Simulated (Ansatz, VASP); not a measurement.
## One calculation of HfN, two programs

```xyz
2
Lattice="0.0000 2.2627 2.2627 2.2627 0.0000 2.2627 2.2627 2.2627 0.0000" Properties=species:S:1:pos:R:3 pbc="T T T"
Hf    0.0000    0.0000    0.0000
N     2.2627    2.2627    2.2627
```

Alike in both runs: functional r2SCAN; k mesh 16 × 16 × 16; occupations gaussian, width 0.1 eV; no spin polarisation.

Ansatz relaxed the structure, and its values are those at the end. VASP's run is a single point on that final structure, the one shown.

|  | VASP | Ansatz |
| --- | --- | --- |
| version | VASP 6.6.1 | Ansatz 0.2.0 |
| potentials or method | VASP PAW PBE potentials, release 64 (Hf_pv, N), cutoff 520 eV | scalar-relativistic, plane waves, PAW |
| valence electrons in the cell | 15 | 31 |

```tsv
	VASP	Ansatz	Ansatz less VASP
gap on the k mesh at the Fermi level (eV)	none	none	-
pressure (GPa)	-2.7	0.0	+2.67
```

VASP's potentials were made for PBE, not for r2SCAN. A gap of «none» marks a metal or a gap that the smearing closes. VASP's potentials hold 15 valence electrons a cell and Ansatz's 31, so a difference there can come from the potentials and not from the codes.

Spin-orbit coupling is off throughout.
